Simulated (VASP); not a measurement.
# CoPtO2 (R-3m) in VASP: further runs

CoPtO2 is run at these levels: PBE; tasks: relaxation of shape and atoms at fixed volume.

Program: VASP 6.6.1. These are calculated values, not measurements. Logs are shortened: lines on timing, memory, paths and dates and some standing lists are left out, and cuts for length are marked.

## 1. The cell of the first run

It takes space group R-3m (No. 166, trigonal). The conventional cell has a = 2.811 Å, b = 2.811 Å, c = 17.724 Å, α = 90.00°, β = 90.00°, γ = 120.00°. Within 2.5 Å of Co (site symmetry -3m) lie 6 O at 1.89 Å. Pt (site symmetry -3m) has 2 O at 1.99 Å within 2.6 Å. Within 2.5 Å of O (site symmetry 3m) lie 3 Co at 1.89 Å and 1 Pt at 1.99 Å.

## 2. Relaxation of shape and atoms at fixed volume, PBE (volume scaled by 0.960)

File INCAR:

```
SYSTEM = CoPtO2
PREC = Accurate
ENCUT = 600
EDIFF = 1E-6
ISMEAR = 0
SIGMA = 0.05
LREAL = .FALSE.
LASPH = .TRUE.
NELM = 100
ALGO = Normal
ISIF = 4
LWAVE = .FALSE.
LCHARG = .FALSE.
GGA = PE
IBRION = 2
NSW = 60
EDIFFG = -0.01
```

File KPOINTS:

```
Automatic mesh
0
G
  14 14 14
  0 0 0
```

File POSCAR:

```
CoPtO2
1.0
    1.4054806821      0.8114546502      5.9078395576
   -1.4054806821      0.8114546502      5.9078395576
    0.0000000000     -1.6229093003      5.9078395576
Co Pt O
1 1 2
Direct
    0.5000000000      0.5000000000      0.5000000000
    0.0000000000      0.0000000000      0.0000000000
    0.8878374993      0.8878374993      0.8878374993
    0.1121625007      0.1121625007      0.1121625007
```

Potentials or basis: VASP PAW PBE potentials, release 64 (Co, Pt, O).

Command:

```bash
cat potpaw_PBE.64/Co/POTCAR potpaw_PBE.64/Pt/POTCAR potpaw_PBE.64/O/POTCAR > POTCAR
mpirun -np 1 vasp_std > vasp.out
```

OUTCAR:

```text
SYSTEM = CoPtO2
   PREC = Accurate
   ENCUT = 600
   EDIFF = 1E-6
   ISMEAR = 0
   LREAL = .FALSE.
   LASPH = .TRUE.
   NELM = 100
   ISIF = 4
   GGA = PE
   IBRION = 2
   NSW = 60
   EDIFFG = -0.01

 ion  position               nearest neighbor table
   1  0.500  0.500  0.500-   4 1.89   4 1.89   3 1.89   3 1.89   4 1.89   3 1.89
   2  0.000  0.000  0.000-   3 1.99   4 1.99
   3  0.888  0.888  0.888-   1 1.89   1 1.89   1 1.89   2 1.99
   4  0.112  0.112  0.112-   1 1.89   1 1.89   1 1.89   2 1.99

  LATTYP: Found a trigonal (rhomboedric) cell.
 ALAT       =     6.1266959150
 COS(alpha) =     0.8947487879

  Lattice vectors:

 A1 = (   1.4054806821,   0.8114546502,   5.9078395576)
 A2 = (  -1.4054806821,   0.8114546502,   5.9078395576)
 A3 = (   0.0000000000,  -1.6229093003,   5.9078395576)

Analysis of symmetry for initial positions (statically):
=====================================================================
 Subroutine PRICEL returns:
 Original cell was already a primitive cell.

 Routine SETGRP: Setting up the symmetry group for a
 trigonal (rhombohedral) supercell.

 Subroutine GETGRP returns: Found 12 space group operations
 (whereof 12 operations were pure point group operations)
 out of a pool of 12 trial point group operations.

The static configuration has the point symmetry D_3d.

Analysis of symmetry for dynamics (positions and initial velocities):
=====================================================================
 Subroutine PRICEL returns:
 Original cell was already a primitive cell.

 Routine SETGRP: Setting up the symmetry group for a
 trigonal (rhombohedral) supercell.

 Subroutine GETGRP returns: Found 12 space group operations
 (whereof 12 operations were pure point group operations)
 out of a pool of 12 trial point group operations.

The dynamic configuration has the point symmetry D_3d.

 Subroutine INISYM returns: Found 12 space group operations
 (whereof 12 operations are pure point group operations),
 and found     1 'primitive' translations

----------------------------------------------------------------------------------------

                                     Primitive cell

  volume of cell :      40.4268

  direct lattice vectors                    reciprocal lattice vectors
     1.405480682  0.811454650  5.907839558     0.355750176  0.205392460  0.056422205
    -1.405480682  0.811454650  5.907839558    -0.355750176  0.205392460  0.056422205
     0.000000000 -1.622909300  5.907839558     0.000000000 -0.410784920  0.056422205

  length of vectors
     6.126695915  6.126695915  6.126695915     0.414641671  0.414641671  0.414641671

  position of ions in fractional coordinates (direct lattice)
     0.500000000  0.500000000  0.500000000
     0.000000000  0.000000000  0.000000000
     0.887837499  0.887837499  0.887837499
     0.112162501  0.112162501  0.112162501

  ion indices of the primitive-cell ions
   primitive index   ion index
                 1           1
                 2           2
                 3           3
                 4           4

----------------------------------------------------------------------------------------

 KPOINTS: Automatic mesh

Automatic generation of k-mesh.
 Grid dimensions read from file:
 generate k-points for:   14   14   14

 Generating k-lattice:

  Cartesian coordinates                     Fractional coordinates (reciprocal lattice)
     0.025410727  0.014670890  0.004030157     0.071428571 -0.000000000  0.000000000
    -0.025410727  0.014670890  0.004030157    -0.000000000  0.071428571  0.000000000
     0.000000000 -0.029341780  0.004030157     0.000000000  0.000000000  0.071428571

  Length of vectors
     0.029617262  0.029617262  0.029617262

  Shift w.r.t. Gamma in fractional coordinates (k-lattice)
     0.000000000  0.000000000  0.000000000

 Subroutine IBZKPT returns following result:
 ===========================================

 Found    288 irreducible k-points:

 Following reciprocal coordinates:
            Coordinates               Weight
  0.000000  0.000000  0.000000      1.000000
  0.071429 -0.000000 -0.000000      6.000000
  0.142857 -0.000000 -0.000000      6.000000
  0.214286 -0.000000 -0.000000      6.000000
  0.285714 -0.000000 -0.000000      6.000000
  0.357143 -0.000000 -0.000000      6.000000
[... 16 lines left out ...]
  0.214286  0.142857  0.000000     12.000000
  0.285714  0.142857 -0.000000     12.000000
 [... further k-points ...]
   k-points           NKPTS =    288   k-points in BZ     NKDIM =    288   number of bands    NBANDS=     19
   number of dos      NEDOS =    301   number of ions     NIONS =      4
   total plane-waves  NPLWV = 125000
   dimension x,y,z NGX =    50 NGY =   50 NGZ =   50
   dimension x,y,z NGXF=   100 NGYF=  100 NGZF=  100
   ions per type =               1   1   2
   NGX,Y,Z   is equivalent  to a cutoff of  13.57, 13.57, 13.57 a.u.
   NGXF,Y,Z  is equivalent  to a cutoff of  27.13, 27.13, 27.13 a.u.
 SYSTEM =  CoPtO2
   PREC   = accura    normal or accurate (medium, high low for compatibility)
   ISTART =      0    job   : 0-new  1-cont  2-samecut
   ICHARG =      2    charge: 1-file 2-atom 10-const
   ISPIN  =      1    spin polarized calculation?
   LNONCOLLINEAR =      F non collinear calculations
   LSORBIT =      F    spin-orbit coupling
   LASPH  =      T    aspherical Exc in radial PAW
   ENCUT  =  600.0 eV  44.10 Ry    6.64 a.u.  12.24 12.24 12.24*2*pi/ulx,y,z
   NELM   =    100;   NELMIN=  2; NELMDL= -5     # of ELM steps
   EDIFF  = 0.1E-05   stopping-criterion for ELM
   LREAL  =      F    real-space projection
   EDIFFG = -.1E-01   stopping-criterion for IOM
   NSW    =     60    number of steps for IOM
   IBRION =      2    ionic relax: 0-MD 1-quasi-New 2-CG
   NFREE  =      1    steps in history (QN), initial steepest desc. (CG)
   ISIF   =      4    stress and relaxation
   ISYM   =      2    0-nonsym 1-usesym 2-fastsym
   POTIM  = 0.5000    time-step for ionic-motion
   TEBEG  =    0.0;   TEEND  =   0.0 temperature during run
   PSTRESS=    0.0 pullay stress
   NELECT =      31.0000    total number of electrons
   NUPDOWN=      -1.0000    fix difference up-down
   EMIN   =  10.00;   EMAX   =-10.00  energy-range for DOS
   EFERMI =   0.00;   METHOD = LEGACY
   ISMEAR =     0;   SIGMA  =   0.05  broadening in eV -4-tet -1-fermi 0-gaus
   EFERMI_NEDOS =   21; number of points for ismear=-14 and -15
   IALGO  =     38    algorithm
   IMIX   =      4    mixing-type and parameters
     AMIX     =   0.40;   BMIX     =  1.00
     AMIX_MAG =   1.60;   BMIX_MAG =  1.00
  volume/ion in A,a.u.               =      10.11        68.20
  Fermi-wavevector in a.u.,A,eV,Ry     =   1.498439  2.831639 30.549421  2.245319
  Thomas-Fermi vector in A             =   2.610198
   LORBIT       =      0    0 simple, 1 ext, 2 COOP (PROOUT), +10 PAW based schemes
   GGA     = PE    functional components
   LHFCALC =     F    Hartree Fock is set to
   AEXX    =    0.0000 exact exchange contribution
   IVDW    =     0    specifies the selected vdW correction
   LEPSILON=     F    determine dielectric tensor
   LRPA    =     F    only Hartree local field effects (RPA)
 conjugate gradient relaxation of ions
 non-spin polarized calculation
 Gauss-broadening in eV      SIGMA  =   0.05
  energy-cutoff  :      600.00
  volume of cell :       40.43
 maximum number of plane-waves:      1376
 NGX is ok and might be reduce to    50
   NGX = 25   NGY = 25   NGZ = 25

--------------------------------------- Ionic step        1  -------------------------------------------

 number of electron      30.9999996 magnetization

 Free energy of the ion-electron system (eV)
  ---------------------------------------------------
  ext. energy  EPLUGINS =         0.00000000
  ---------------------------------------------------
  free energy    TOTEN  =       -26.40368845 eV

  energy without entropy =      -26.40239352  energy(sigma->0) =      -26.40304098

------------------------ aborting loop because EDIFF is reached ----------------------------------------

  FORCE on cell =-STRESS in cart. coord.  units (eV):
  Direction    XX          YY          ZZ          XY          YZ          ZX
  --------------------------------------------------------------------------------------
  -------------------------------------------------------------------------------------
  Total        2.4454268      2.4454268      3.0463587      0.0000000      0.0000000      0.0000000
  in kB       96.9161557     96.9161557    120.7320423      0.0000000      0.0000000      0.0000000
  external PRESSURE =     104.8547846 kB  Pullay stress =       0.0000000 kB

 VOLUME and BASIS-vectors are now :
 -----------------------------------------------------------------------------
  energy-cutoff  :      600.00
  volume of cell :       40.43
      direct lattice vectors                 reciprocal lattice vectors
     1.405480682  0.811454650  5.907839558     0.355750176  0.205392460  0.056422205
    -1.405480682  0.811454650  5.907839558    -0.355750176  0.205392460  0.056422205
     0.000000000 -1.622909300  5.907839558     0.000000000 -0.410784920  0.056422205
[... 115 lines left out ...]
 POSITION                                       TOTAL-FORCE (eV/Angst)
 -----------------------------------------------------------------------------------
      0.00000      0.00000      8.90131        -0.000000      0.000000      0.000000
      0.00000      0.00000     17.80261        -0.000000      0.000000      0.000000
      0.00000      0.00000     15.81199         0.000000     -0.000000     -0.037997
      0.00000      0.00000      1.99062         0.000000      0.000000      0.037997
 -----------------------------------------------------------------------------------
    total drift:                               -0.000000     -0.000000     -0.000000

  FREE ENERGIE OF THE ION-ELECTRON SYSTEM (eV)
  ---------------------------------------------------
  free  energy   TOTEN  =       -26.4051883705 eV

  energy  without entropy=      -26.4039556081  energy(sigma->0) =      -26.40457199

--------------------------------------- Ionic step        5  -------------------------------------------

 number of electron      30.9999996 magnetization

 Free energy of the ion-electron system (eV)
  ---------------------------------------------------
  ext. energy  EPLUGINS =         0.00000000
  ---------------------------------------------------
  free energy    TOTEN  =       -26.40523679 eV

  energy without entropy =      -26.40400477  energy(sigma->0) =      -26.40462078

 E-fermi :   9.1670     XC(G=0): -12.7750

 val. band max:        9.1637337526   @ k =  -0.2143   0.2143   0.2143
 cond. band min:       9.1749483790   @ k =  -0.2143  -0.2857   0.1429
 fundamental gap:      0.0112146265
 Fermi energy:         9.1669715432

 k-point     1 :       0.0000    0.0000    0.0000
  band No.  band energies     occupation
      1     -12.7404      2.00000
      2     -10.8283      2.00000
      3      -0.8316      2.00000
      4       1.7412      2.00000
      5       2.4210      2.00000
      6       2.4210      2.00000
[... 11 lines left out ...]
     18      10.8765      0.00000
     19      11.8233      0.00000
[... 485 lines left out ...]
 k-point    24 :       0.2857    0.1429   -0.0000
  band No.  band energies     occupation
      1     -12.0647      2.00000
      2     -10.8066      2.00000
      3       0.0241      2.00000
      4       1.3736      2.00000
      5       2.4702      2.00000
      6       2.8740      2.00000
[... 11 lines left out ...]
     18      10.4001      0.00000
     19      12.5722      0.00000

 [... further k-points ...]
[... 5 lines left out ...]
  --------------------------------------------------------------------------------------
  -------------------------------------------------------------------------------------
  Total        2.5242203      2.5242203      2.5240482     -0.0000000      0.0000000      0.0000000
  in kB      100.0388645    100.0388645    100.0320460     -0.0000000      0.0000000      0.0000000
  external PRESSURE =     100.0365917 kB  Pullay stress =       0.0000000 kB

 VOLUME and BASIS-vectors are now :
 -----------------------------------------------------------------------------
  energy-cutoff  :      600.00
  volume of cell :       40.43
      direct lattice vectors                 reciprocal lattice vectors
     1.402433758  0.809695508  5.933538161     0.356523078  0.205838695  0.056177836
    -1.402433758  0.809695508  5.933538161    -0.356523078  0.205838695  0.056177836
     0.000000000 -1.619391015  5.933538161     0.000000000 -0.411677390  0.056177836

 POSITION                                       TOTAL-FORCE (eV/Angst)
 -----------------------------------------------------------------------------------
      0.00000      0.00000      8.90031         0.000000      0.000000      0.000000
      0.00000      0.00000      0.00000         0.000000      0.000000      0.000000
      0.00000      0.00000     15.80887         0.000000     -0.000000     -0.002340
      0.00000      0.00000      1.99174         0.000000      0.000000      0.002340
 -----------------------------------------------------------------------------------
    total drift:                               -0.000000     -0.000000     -0.000000

  FREE ENERGIE OF THE ION-ELECTRON SYSTEM (eV)
  ---------------------------------------------------
  free  energy   TOTEN  =       -26.4052367927 eV

  energy  without entropy=      -26.4040047687  energy(sigma->0) =      -26.40462078

 reached required accuracy - stopping structural energy minimisation
```

Run time: 18 min. Hardware: 1 thread of Intel Xeon 6975P-C (Granite Rapids), shared host; peak memory 0.62 GiB.

Results:

```
Free energy               : -26.4052 eV
Energy gained by relaxing : 0.4 meV/atom
Ionic steps               : 5
Pressure after relaxing   : 10.0 GPa
```

Forces on the atoms (eV/Å):
```
Co   0.000  0.000  0.000
Pt   0.000  0.000  0.000
O    0.000  0.000 -0.002
O    0.000  0.000  0.002
```

The path:
| step | energy change (eV) | largest force (eV/Å) | pressure (GPa) | volume (Å³) |
| --- | --- | --- | --- | --- |
| 1 | 0.0000 | 0.0496 | 10.49 | 40.43 |
| 2 | -0.0013 | 0.0831 | 10.00 | 40.43 |
| 3 | -0.0013 | 0.0779 | 10.06 | 40.43 |
| 4 | -0.0015 | 0.0380 | 9.96 | 40.43 |
| 5 | -0.0015 | 0.0023 | 10.00 | 40.43 |

Final structure:
```
Co Pt O
1.0
     1.40243    0.80970    5.93354
    -1.40243    0.80970    5.93354
     0.00000   -1.61939    5.93354
Co Pt O
1 1 2
Direct
  0.50000 0.50000 0.50000
  0.00000 0.00000 0.00000
  0.88811 0.88811 0.88811
  0.11189 0.11189 0.11189
```

Caveat: the cell differs from its parent crystal (volume scaled by 0.960); spin-orbit coupling is left out, which moves the levels of the heavy elements; an odd number of electrons without spin polarisation forces a metal; a magnetic or distorted state may lie lower; the run has no spin polarisation, though such a crystal can be magnetic; semilocal functionals often make such compounds metallic where correlation or magnetic order opens a gap, which also shifts bond lengths. Spin polarisation is off, so any magnetic state and its effect on volume and gap are missing.

## 3. Relaxation of shape and atoms at fixed volume, PBE (volume scaled by 0.980)

File INCAR:

```
SYSTEM = CoPtO2
PREC = Accurate ; ENCUT = 600
EDIFF = 1E-6 ; ISMEAR = 0
SIGMA = 0.05 ; LREAL = .False.
LASPH = .True. ; NELM = 100
ALGO = Normal ; ISIF = 4
LWAVE = .False. ; LCHARG = .False.
GGA = PE ; IBRION = 2
NSW = 60 ; EDIFFG = -0.01
```

File KPOINTS:

```
Automatic mesh
0
Gamma
  14 14 14
  0 0 0
```

File POSCAR:

```
CoPtO2
1.0
    1.4174316127      0.8183545232      5.9296501063
   -1.4174316127      0.8183545232      5.9296501063
    0.0000000000     -1.6367090463      5.9296501063
Co Pt O
1 1 2
Direct
    0.5000000000      0.5000000000      0.5000000000
    0.0000000000      0.0000000000      0.0000000000
    0.8876557831      0.8876557831      0.8876557831
    0.1123442169      0.1123442169      0.1123442169
```

Potentials or basis: VASP PAW PBE potentials, release 64 (Co, Pt, O).

Command:

```bash
cat potpaw_PBE.64/Co/POTCAR potpaw_PBE.64/Pt/POTCAR potpaw_PBE.64/O/POTCAR > POTCAR
mpirun -np 1 vasp_std > vasp.out
```

Wall time 41 min (1 thread of Intel Xeon Platinum 8259CL at 2.50GHz (Skylake/Cascade Lake), shared host); peak memory 0.62 GiB.

Results (log left out):

```yaml
Free_energy: -26.4453 eV
Energy_gained_by_relaxing: 0.3 meV/atom
Ionic_steps: 5
Pressure_after_relaxing: 4.6 GPa
```

Forces in eV/Å, atoms in the order of the input:
```
Co   0.000  0.000  0.000
Pt   0.000  0.000  0.000
O    0.000  0.000 -0.003
O    0.000  0.000  0.003
```

The path:
| step | energy change (eV) | largest force (eV/Å) | pressure (GPa) | volume (Å³) |
| --- | --- | --- | --- | --- |
| 1 | 0.0000 | 0.0462 | 5.06 | 41.27 |
| 2 | -0.0012 | 0.0725 | 4.63 | 41.27 |
| 3 | -0.0012 | 0.0697 | 4.69 | 41.27 |
| 4 | -0.0014 | 0.0296 | 4.58 | 41.27 |
| 5 | -0.0014 | 0.0026 | 4.62 | 41.27 |

Final structure:
```
Co Pt O
1.0
     1.41446    0.81664    5.95457
    -1.41446    0.81664    5.95457
     0.00000   -1.63328    5.95457
Co Pt O
1 1 2
Direct
  0.50000 0.50000 0.50000
  0.00000 0.00000 0.00000
  0.88791 0.88791 0.88791
  0.11209 0.11209 0.11209
```

Levels at points of the mesh, in eV from the Fermi level:
```tsv
k point	band 13	band 14	band 15	band 16	band 17	band 18	band 19
(0.00, 0.00, 0.00)	-2.07	-1.76	-1.76	-1.67	1.70	1.70	2.59
(0.50, 0.00, 0.00)	-1.37	-1.13	-0.16	0.89	1.12	1.17	2.32
(0.50, 0.50, 0.00)	-1.36	-1.16	-0.16	0.01	1.59	2.05	2.32
(0.50, 0.50, 0.50)	-1.98	-1.03	-0.91	-0.91	1.28	1.28	3.81
```

Caveat: the cell differs from its parent crystal (volume scaled by 0.980); spin-orbit coupling is left out, which moves the levels of the heavy elements; an odd number of electrons without spin polarisation forces a metal; a magnetic or distorted state may lie lower; the run has no spin polarisation, though such a crystal can be magnetic; semilocal functionals often make such compounds metallic where correlation or magnetic order opens a gap, which also shifts bond lengths. Spin polarisation is off, so any magnetic state and its effect on volume and gap are missing.
